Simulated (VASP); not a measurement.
Mn: single point with PBE

The system is Mn, a sheet with vacuum.

```
Mn
1.0
     2.58541    0.00000    0.00000
     0.00000    2.58541    0.00000
     0.00000    0.00000   23.80000
Mn
1
Direct
  0.00000 0.00000 0.29412
```

```json
{"Program": "VASP 6.6.1", "Task": "single point", "Functional": "PBE", "Potentials or basis": "VASP PAW PBE potentials, release 64 (Mn_pv)", "Cutoff": "520 eV", "k mesh": "22 × 22 × 1", "Occupations": "gaussian, width 0.1 eV", "Spin": "collinear spin, ferromagnetic start", "Starting moments": "[4.13] μB"}
```

* Net moment: 4.28 μB per cell
* Site moments: Mn +3.86 μB
* Valence electrons inside the program's atomic spheres: Mn 11.48

Levels at points of the mesh, in eV from the Fermi level:
Spin up:
| k point | band 6 | band 7 | band 8 | band 9 | band 10 | band 11 | band 12 | band 13 |
| --- | --- | --- | --- | --- | --- | --- | --- | --- |
| (0.00, 0.00, 0.00) | -3.01 | -1.60 | -1.60 | -0.70 | -0.61 | 3.13 | 3.60 | 3.84 |
| (0.50, 0.00, 0.00) | -2.14 | -1.64 | -1.46 | 0.20 | 3.21 | 4.61 | 7.02 | 8.43 |
| (0.50, 0.50, 0.00) | -2.88 | -1.89 | 0.08 | 5.28 | 5.28 | 9.48 | 9.93 | 10.00 |
Spin down:
```
           k point  band 1  band 2  band 3  band 4  band 5  band 6  band 7  band 8  band 9
(0.00, 0.00, 0.00)  -45.83  -45.57  -45.57   -4.47   -0.62    0.27    0.45    2.35    2.35
(0.50, 0.00, 0.00)  -45.86  -45.80  -45.54   -0.79   -0.21    0.95    1.52    1.87    2.54
(0.50, 0.50, 0.00)  -45.82  -45.82  -45.77   -1.38    0.70    0.70    2.10    3.67    6.60
```

Wall time 9 min on 1 thread of Intel(R) Xeon(R) Platinum 8375C CPU @ 2.90GHz (Ice Lake) (shared host), peak memory 0.5 GiB.
